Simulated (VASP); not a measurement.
A run of VASP 6.6.1 is set up as follows.

Contents of INCAR:

```
PREC = Accurate
ENCUT = 520
EDIFF = 1E-7
ISMEAR = -1
SIGMA = 0.05
LREAL = F
LASPH = T
NELM = 150
ALGO = Normal
ISIF = 2
LWAVE = F
LCHARG = F
ISPIN = 2
MAGMOM = 0 0 4 4
LORBIT = 11
LMAXMIX = 4
GGA = PS
NBANDS = 30
```

KPOINTS

```
Automatic mesh
0
Gamma
  7 7 5
```

File POSCAR:

```
MnSb
1.0
    4.1500000000      0.0000000000      0.0000000000
   -2.0750000000      3.5940054257      0.0000000000
    0.0000000000      0.0000000000      5.7800000000
Sb Mn
2 2
Direct
    0.6666666667      0.3333333333      0.7500000000
    0.3333333333      0.6666666667      0.2500000000
    0.0000000000      0.0000000000      0.5000000000
    0.0000000000      0.0000000000      0.0000000000
```

Potentials or basis: VASP PAW PBE potentials, release 64 (Sb, Mn_pv).

The run is started by

```console
$ cat potpaw_PBE.64/Sb/POTCAR potpaw_PBE.64/Mn_pv/POTCAR > POTCAR
$ mpirun -np 1 vasp_std > vasp.out
```

(1) Estimate the site moments.

(2) What does it give for the pressure?

(3) What does it give for the net moment?

## Answers

(1) Sb -0.12; Mn +3.38 μB.

(2) -7.1 GPa.

(3) 6.69 μB per cell.

Caveat: the cell stands under tension; the PAW data sets were made with another functional, which shifts forces and pressure a little.
